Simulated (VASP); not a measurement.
Set up this calculation in VASP 6.6.1, as the native input.

* Task: single point
* Functional: PBEsol
* Potentials or basis: VASP PAW PBE potentials, release 64 (Cd, S)
* Cutoff: 500 eV
* k mesh: 8 × 8 × 8
* Occupations: gaussian, width 0.02 eV
* Spin: no spin polarisation
* Dipole correction: no
* Further INCAR settings: ALGO = Normal; EDIFF = 1e-06; NBANDS = 16

The structure of CdS (r.bp) lies in POSCAR:

```
CdS
1.0
    0.0000000000      2.9259888470      2.9259888470
    2.9259888470      0.0000000000      2.9259888470
    2.9259888470      2.9259888470      0.0000000000
Cd S
1 1
Direct
    0.0000000000      0.0000000000      0.0000000000
    0.2500000000      0.2500000000      0.2500000000
```

One way to write it, as run:

INCAR

```
SYSTEM = CdS
PREC = Accurate
ENCUT = 500
EDIFF = 1E-6
ISMEAR = 0
SIGMA = 0.02
LREAL = .False.
LASPH = .True.
NELM = 120
ALGO = Normal
ISIF = 2
LWAVE = .False.
LCHARG = .False.
GGA = PS
NBANDS = 16
GGA_COMPAT = .False.
```

KPOINTS

```
regular mesh
0
Gamma
  8 8 8
  0 0 0
```

Potentials or basis: VASP PAW PBE potentials, release 64 (Cd, S).

Run with:

```console
$ cat potpaw_PBE.64/Cd/POTCAR potpaw_PBE.64/S/POTCAR > POTCAR
$ mpirun -np 1 vasp_std > vasp.out
```

Results of the run:

The pressure is -0.5 GPa and the band gap on the k mesh is 0.99 eV, direct.

Caveat: the PAW data sets were made with another functional, which shifts forces and pressure a little.

Wall time 31 s on 1 thread of Intel Xeon 8259CL, with other jobs on the host, peak memory 0.18 GiB.
